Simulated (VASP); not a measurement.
# Mg5Te2 (P-3m1) in VASP: further runs, part 2 of 2

VASP 6.6.1. Earlier steps stand in the parts before.

### 3 Single point, PBE

File INCAR:

```
  PREC = Accurate
  ENCUT = 520
  EDIFF = 1E-7
  ISMEAR = 0
  SIGMA = 0.1
  LREAL = F
  LASPH = T
  NELM = 80
  ALGO = Fast
  ISIF = 2
  LWAVE = F
  LCHARG = F
  GGA = PE
  NBANDS = 20
```

File KPOINTS:

```
regular mesh
0
Gamma
  12 12 4
```

File POSCAR:

```
Mg5Te2
1.0
    4.2430659724      0.0000000000      0.0000000000
   -2.1215329862      3.6746029221      0.0000000000
    0.0000000000      0.0000000000     12.3798057033
Mg Te
5 2
Direct
    0.3333333333      0.6666666667      0.7226464394
    0.6666666667      0.3333333333      0.5675803679
    0.6666666667      0.3333333333      0.2773535606
    0.3333333333      0.6666666667      0.4324196321
    0.0000000000      0.0000000000      0.0000000000
    0.6666666667      0.3333333333      0.8592820946
    0.3333333333      0.6666666667      0.1407179054
```

Potentials or basis: VASP PAW PBE potentials, release 64 (Mg, Te).

On the command line:

```bash
$ cat potpaw_PBE.64/Mg/POTCAR potpaw_PBE.64/Te/POTCAR > POTCAR
$ mpirun -np 1 vasp_std > vasp.out
```

OUTCAR:

```text
PREC = Accurate
   ENCUT = 520
   EDIFF = 1E-7
   ISMEAR = 0
   LREAL = F
   LASPH = T
   NELM = 80
   ISIF = 2
   GGA = PE

 ion  position               nearest neighbor table
   1  0.333  0.667  0.723-   6 2.98   6 2.98   6 2.98   2 3.11   2 3.11   2 3.11   4 3.59
   2  0.667  0.333  0.568-   4 2.97   4 2.97   4 2.97   1 3.11   1 3.11   1 3.11   3 3.59   6 3.61

   3  0.667  0.333  0.277-   7 2.98   7 2.98   7 2.98   4 3.11   4 3.11   4 3.11   2 3.59
   4  0.333  0.667  0.432-   2 2.97   2 2.97   2 2.97   3 3.11   3 3.11   3 3.11   1 3.59   7 3.61

   5  0.000  0.000  0.000-   6 3.01   7 3.01   6 3.01   7 3.01   6 3.01   7 3.01
   6  0.667  0.333  0.859-   1 2.98   1 2.98   1 2.98   5 3.01   5 3.01   5 3.01   2 3.61
   7  0.333  0.667  0.141-   3 2.98   3 2.98   3 2.98   5 3.01   5 3.01   5 3.01   4 3.61

  LATTYP: Found a hexagonal cell.
 ALAT       =     4.2430659724
 C/A-ratio  =     2.9176557197

  Lattice vectors:

 A1 = (   4.2430659724,   0.0000000000,   0.0000000000)
 A2 = (  -2.1215329862,   3.6746029221,   0.0000000000)
 A3 = (   0.0000000000,   0.0000000000,  12.3798057033)

Analysis of symmetry for initial positions (statically):
=====================================================================
 Subroutine PRICEL returns:
 Original cell was already a primitive cell.

 Routine SETGRP: Setting up the symmetry group for a
 hexagonal supercell.

 Subroutine GETGRP returns: Found 12 space group operations
 (whereof 12 operations were pure point group operations)
 out of a pool of 24 trial point group operations.

The static configuration has the point symmetry D_3d.

Analysis of symmetry for dynamics (positions and initial velocities):
=====================================================================
[... 140 lines left out ...]
     AMIX_MAG =   1.60;   BMIX_MAG =  1.00
  volume/ion in A,a.u.               =      27.57       186.08
  Fermi-wavevector in a.u.,A,eV,Ry     =   0.793745  1.499961  8.572096  0.630031
  Thomas-Fermi vector in A             =   1.899741
   LORBIT       =      0    0 simple, 1 ext, 2 COOP (PROOUT), +10 PAW based schemes
   GGA     = PE    functional components
   LHFCALC =     F    Hartree Fock is set to
   AEXX    =    0.0000 exact exchange contribution
   IVDW    =     0    specifies the selected vdW correction
   LEPSILON=     F    determine dielectric tensor
   LRPA    =     F    only Hartree local field effects (RPA)
 non-spin polarized calculation
 RMM-DIIS sequential band-by-band and
 Gauss-broadening in eV      SIGMA  =   0.10
  energy-cutoff  :      520.00
  volume of cell :      193.02
 maximum number of plane-waves:      5238
   NGX = 15   NGY = 15   NGZ = 47

 number of electron      21.9999999 magnetization

 Free energy of the ion-electron system (eV)
  ---------------------------------------------------
  ext. energy  EPLUGINS =         0.00000000
  ---------------------------------------------------
  free energy    TOTEN  =       -15.65869855 eV

  energy without entropy =      -15.64919878  energy(sigma->0) =      -15.65394867

 E-fermi :   3.8057     XC(G=0):  -8.4501

 val. band max:        3.7973338731   @ k =   0.3333   0.2500   0.0000
 cond. band min:       3.8236437919   @ k =   0.0000   0.0000   0.0000
 fundamental gap:      0.0263099188
 Fermi energy:         3.8057054182

 k-point     1 :       0.0000    0.0000    0.0000
  band No.  band energies     occupation
      1      -8.5268      2.00000
      2      -8.0262      2.00000
      3      -2.3206      2.00000
      4      -0.7665      2.00000
      5      -0.7502      2.00000
      6       2.1474      2.00000
[... 541 lines left out ...]
     19       8.0146      0.00000
     20       8.1925      0.00000

 [... further k-points ...]

------------------------ aborting loop because EDIFF is reached ----------------------------------------

  FORCE on cell =-STRESS in cart. coord.  units (eV):
  Direction    XX          YY          ZZ          XY          YZ          ZX
  --------------------------------------------------------------------------------------
  -------------------------------------------------------------------------------------
  Total       -0.0586338     -0.0586338     -0.0657757      0.0000000      0.0000000      0.0000000
  in kB       -0.4866927     -0.4866927     -0.5459739      0.0000000      0.0000000      0.0000000
  external PRESSURE =      -0.5064531 kB  Pullay stress =       0.0000000 kB

 VOLUME and BASIS-vectors are now :
 -----------------------------------------------------------------------------
  energy-cutoff  :      520.00
  volume of cell :      193.02
      direct lattice vectors                 reciprocal lattice vectors
     4.243065972  0.000000000  0.000000000     0.235678636  0.136069124  0.000000000
    -2.121532986  3.674602922  0.000000000     0.000000000  0.272138248  0.000000000
     0.000000000  0.000000000 12.379805703     0.000000000  0.000000000  0.080776712

 POSITION                                       TOTAL-FORCE (eV/Angst)
 -----------------------------------------------------------------------------------
     -0.00000      2.44974      8.94622         0.000000      0.000000     -0.002946
      2.12153      1.22487      7.02653        -0.000000      0.000000      0.001442
      2.12153      1.22487      3.43358        -0.000000      0.000000      0.002946
     -0.00000      2.44974      5.35327        -0.000000     -0.000000     -0.001442
      0.00000      0.00000      0.00000        -0.000000      0.000000      0.000000
      2.12153      1.22487     10.63775        -0.000000      0.000000     -0.002381
     -0.00000      2.44974      1.74206         0.000000     -0.000000      0.002381
 -----------------------------------------------------------------------------------
    total drift:                               -0.000000      0.000000     -0.000000

  FREE ENERGIE OF THE ION-ELECTRON SYSTEM (eV)
  ---------------------------------------------------
  free  energy   TOTEN  =       -15.6586985542 eV

  energy  without entropy=      -15.6491987780  energy(sigma->0) =      -15.65394867
```

stdout:

```text
POSCAR found type information on POSCAR MgTe
 POSCAR found :  2 types and       7 ions
 scaLAPACK will be used
 LDA part: xc-table for (Slater+PW92), standard interpolation
 POSCAR, INCAR and KPOINTS ok, starting setup
 FFT: planning ... GRIDC
 FFT: planning ... GRID_SOFT
 FFT: planning ... GRID
 WAVECAR not read
 entering main loop
```

Wall time 2.9 min (1 thread of Intel Xeon 6975P-C (Granite Rapids), shared host); peak memory 0.46 GiB.

What came out:

- Free energy: -15.6587 eV
- Pressure: -0.1 GPa
- Band gap on the k mesh: zero (bands 11 and 12 overlap by 2.04 eV)

Forces in eV/Å, atoms in the order of the input:
```
Mg   0.000  0.000 -0.003
Mg   0.000  0.000  0.001
Mg   0.000  0.000  0.003
Mg   0.000  0.000 -0.001
Mg   0.000  0.000  0.000
Te   0.000  0.000 -0.002
Te   0.000  0.000  0.002
```

Caveat: spin-orbit coupling is left out, which moves the levels of the heavy elements.

The gap in the log of VASP goes by the Fermi energy; the results here count the filled bands.